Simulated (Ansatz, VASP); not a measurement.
Sn3Se: VASP beside Ansatz

INCAR

```
SYSTEM = Sn3Se
PREC = Accurate ; ENCUT = 520
EDIFF = 1E-6 ; ISMEAR = 0
SIGMA = 0.15 ; LREAL = .False.
LASPH = .True. ; NELM = 80
ALGO = Normal ; ISIF = 2
LWAVE = .False. ; LCHARG = .False.
GGA = PE ; NBANDS = 32
```

File KPOINTS:

```
regular mesh
0
Gamma
  10 10 10
  0 0 0
```

Contents of POSCAR:

```
Sn3Se
1.0
    4.7527271798      0.0000000000      0.0000000000
    0.0000000000      4.7527271798      0.0000000000
    0.0000000000      0.0000000000      4.7527271798
Sn Se
3 1
Direct
    0.0000000000      0.5789020673      0.5000000000
    0.5000000000      0.0789020673      0.5000000000
    0.5000000000      0.5789020673      0.0000000000
    0.0000000000      0.0000000000      0.0000000000
```

Input for Ansatz:

```yaml
crystal:
  lattice:
    - [4.7527271798, 0.0, 0.0]
    - [0.0, 4.7527271798, 0.0]
    - [0.0, 0.0, 4.7527271798]
  atoms:
    - { symbol: Sn, position: [0.0, 0.5789020673, 0.5] }
    - { symbol: Sn, position: [0.5, 0.0789020673, 0.5] }
    - { symbol: Sn, position: [0.5, 0.5789020673, 0.0] }
    - { symbol: Se, position: [0.0, 0.0, 0.0] }
basis:
  ecutwfc: 420
kpoints:
  mp_grid: { grid: [10, 10, 10] }
hamiltonian:
  xc: pbe
scf:
  occupations: { method: gaussian, width: 0.15 }
output:
  forces: true
  stress: true
  eigenvalues: true
```

Change from the starting cell: all Sn atoms moved +0.375 Å, as atom 1 along Cartesian [0 1 0].

Alike in both runs: task single point; functional PBE; k mesh 10 × 10 × 10; occupations gaussian, width 0.15 eV; no spin polarisation.

|  | VASP | Ansatz |
| --- | --- | --- |
| version | VASP 6.6.1 | Ansatz 0.2.0 |
| potentials or method | VASP PAW PBE potentials, release 64 (Sn_d, Se), cutoff 520 eV | scalar-relativistic, plane waves, PAW |
| valence electrons in the cell | 48 | 58 |

```tsv
	VASP	Ansatz	Ansatz less VASP
gap on the k mesh at the Fermi level (eV)	none	none	-
pressure (GPa)	0.6	0.6	+0.03
traceless stress, the component that is largest in VASP (GPa)	-0.59	-0.59	+0.003
rms of the force components (eV/Å)	0.079	0.079	-0.0009
```

Atom by atom the forces differ by 0.001 eV/Å (rms over components). A gap of «none» marks a metal or a gap that the smearing closes. VASP's potentials hold 48 valence electrons a cell and Ansatz's 58, so a difference there can come from the potentials and not from the codes.
